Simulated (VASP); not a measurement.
Here is a VASP 6.6.1 calculation.

Contents of POSCAR:

```
ZnO
1.0
    5.5677146711      0.0000000000      0.0000000000
    0.0000000000      5.5677146711      0.0000000000
    0.0000000000      0.0000000000      3.2809602209
Zn O
4 4
Direct
    0.1817941392      0.1817941392      0.5000000000
    0.8182058608      0.8182058608      0.5000000000
    0.6817941392      0.3182058608      0.0000000000
    0.3182058608      0.6817941392      0.0000000000
    0.8174782387      0.1825217613      0.5000000000
    0.1825217613      0.8174782387      0.5000000000
    0.6825217613      0.6825217613      0.0000000000
    0.3174782387      0.3174782387      0.0000000000
```

File INCAR.step1:

```
ALGO = Normal
EDIFF = 1E-4
ENCUT = 520
GGA = PE
ISMEAR = 0
LASPH = True
LCHARG = False
LREAL = False
LWAVE = True
NBANDS = 46
NELM = 80
PREC = Accurate
SIGMA = 0.01
```

The input INCAR.step2:

```
ALGO = Normal
EDIFF = 1E-7
ENCUT = 520
ISIF = 2
ISMEAR = 0
ISTART = 1
LASPH = True
LCHARG = True
LELF = True
LMIXTAU = True
LREAL = False
LVHAR = True
LWAVE = False
METAGGA = R2SCAN
NBANDS = 46
NELM = 80
PREC = Accurate
SIGMA = 0.01
```

Contents of KPOINTS:

```
k-points
0
Gamma
  4 4 6
```

Potentials or basis: VASP PAW PBE potentials, release 64 (Zn, O).

Run with:

```sh
$ cat potpaw_PBE.64/Zn/POTCAR potpaw_PBE.64/O/POTCAR > POTCAR
$ cp INCAR.step1 INCAR
$ mpirun -np 1 vasp_std > vasp.out
$ cp INCAR.step2 INCAR
$ mpirun -np 1 vasp_std > vasp.out
```

Problem. Estimate the pressure.

Solution. -3.2 GPa.

Problem. Estimate the largest force.

Solution. 0.030 eV/Å.

Problem. Predict the band gap on the k mesh.

Solution. 1.18 eV.

Stress tensor (GPa, compression positive):
```
-3.04  0.00  0.00
 0.00 -3.04  0.00
 0.00  0.00 -3.44
```

Caveat: the cell stands under tension; the PAW data sets were made with another functional, which shifts forces and pressure a little.
